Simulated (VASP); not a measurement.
Set up this calculation in VASP 6.6.1, as the native input.

```
Task                   : single point
Functional             : PBE
Potentials or basis    : VASP PAW PBE potentials, release 64 (Zn, Cd, Te)
Cutoff                 : 520 eV
k mesh                 : 6 × 6 × 2
Occupations            : gaussian, width 0.1 eV
Spin                   : no spin polarisation
Dipole correction      : no
Further INCAR settings : ALGO = Normal; EDIFF = 1e-06; NBANDS = 36
```

The structure of ZnCd2Te3 lies in POSCAR:

```
ZnCd2Te3
1.0
    4.4698589900      0.0000000000      0.0000000000
   -2.2349295000      3.8710114400      0.0000000000
    0.0000000000      0.0000000000      9.6483004100
Zn Cd Te
1 2 3
Direct
    0.0000000000      0.0000000000      0.5000000000
    0.3333333300      0.6666666700      0.5000000000
    0.6666666700      0.3333333300      0.5000000000
    0.0000000000      0.0000000000      0.0000000000
    0.3333333300      0.6666666700      0.0000000000
    0.6666666700      0.3333333300      0.0000000000
```

These files were run (other wordings do the same):

INCAR

```
SYSTEM = ZnCd2Te3
PREC     = Accurate       ! precision mode
ENCUT    = 520            ! plane-wave cutoff, eV
EDIFF    = 1E-6           ! SCF threshold, eV
ISMEAR   = 0              ! smearing method
SIGMA    = 0.1            ! smearing width, eV
LREAL    = .False.        ! projectors in reciprocal space
LASPH    = .True.         ! aspherical terms in the spheres
NELM     = 80             ! most SCF steps
ALGO     = Normal         ! electronic algorithm
ISIF     = 2              ! what is computed and relaxed
LWAVE    = .False.        ! write WAVECAR
LCHARG   = .False.        ! write CHGCAR
GGA      = PE             ! functional
NBANDS   = 36             ! bands
```

KPOINTS

```
Automatic mesh
0
Gamma
  6 6 2
  0 0 0
```

Potentials or basis: VASP PAW PBE potentials, release 64 (Zn, Cd, Te).

The run is started by

```bash
$ cat potpaw_PBE.64/Zn/POTCAR potpaw_PBE.64/Cd/POTCAR potpaw_PBE.64/Te/POTCAR > POTCAR
$ mpirun -np 1 vasp_std > vasp.out
```

It gave:

| Item | Value |
| --- | --- |
| Pressure | 40.5 GPa |
| Band gap on the k mesh | zero (band 27 reaches 5.41 eV, above the bottom of band 28 at 3.52 eV) |

Caveat: spin-orbit coupling is left out, which moves the levels of the heavy elements.

It took 44 s on 1 thread of Intel(R) Xeon(R) 6975P-C (Granite Rapids) (shared host), peak memory 0.33 GiB.
